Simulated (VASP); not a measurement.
## KMgF3: single point with PBEsol

The system is KMgF3.

```
K Mg F
1.0
     4.30477    0.00000    0.00000
     0.00000    4.30477    0.00000
     0.00000    0.00000    3.66703
K Mg F
1 1 3
Direct
  0.50000 0.50000 0.50000
  0.00000 0.00000 0.00000
  0.50000 0.00000 0.00000
  0.00000 0.50000 0.00000
  0.00000 0.00000 0.50000
```

This cell differs from its parent crystal: strain +0.080 along x and y, -0.080 along z.

```
Program                : VASP 6.6.1
Task                   : single point
Functional             : PBEsol
Potentials or basis    : VASP PAW PBE potentials, release 64 (K_sv, Mg, F)
Cutoff                 : 520 eV
k mesh                 : 6 × 6 × 6
Occupations            : gaussian, width 0.05 eV
Spin                   : no spin polarisation
Dipole correction      : no
Further INCAR settings : ALGO = Normal; EDIFF = 1e-06; NBANDS = 24
```

```json
{
  "Pressure": "-1.8 GPa",
  "Band gap on the k mesh": "6.58 eV, indirect (least direct gap 6.79 eV)"
}
```

Stress tensor (GPa, compression positive):
```
-7.29  0.00  0.00
 0.00 -7.29  0.00
 0.00  0.00  9.06
```

Levels at points of the mesh, in eV from the valence-band top:
```csv
k point,band 13,band 14,band 15,band 16,band 17,band 18,band 19,band 20
"(0.00, 0.00, 0.00)",-0.27,-0.26,-0.26,-0.21,6.58,9.56,10.21,11.21
"(0.50, 0.00, 0.00)",-0.59,-0.50,-0.41,-0.34,9.23,9.41,10.50,11.76
"(0.50, 0.50, 0.00)",-0.84,-0.53,-0.53,-0.08,10.20,10.60,11.37,11.37
"(0.00, 0.00, 0.50)",-1.08,-0.71,-0.44,-0.44,9.79,10.04,11.59,12.17
"(0.50, 0.00, 0.50)",-0.82,-0.63,-0.60,-0.07,10.27,11.55,11.75,12.10
"(0.50, 0.50, 0.50)",-0.81,-0.03,0.00,0.00,9.88,9.88,10.10,12.58
```

Wall time 24 s on 1 thread of AMD EPYC 9R45 (Zen 5), on a shared host, peak memory 0.18 GiB.

Caveat: the cell differs from its parent crystal (strain +0.080 along x and y, -0.080 along z); the PAW data sets were made with another functional, which shifts forces and pressure a little. A k mesh can miss the band edges.
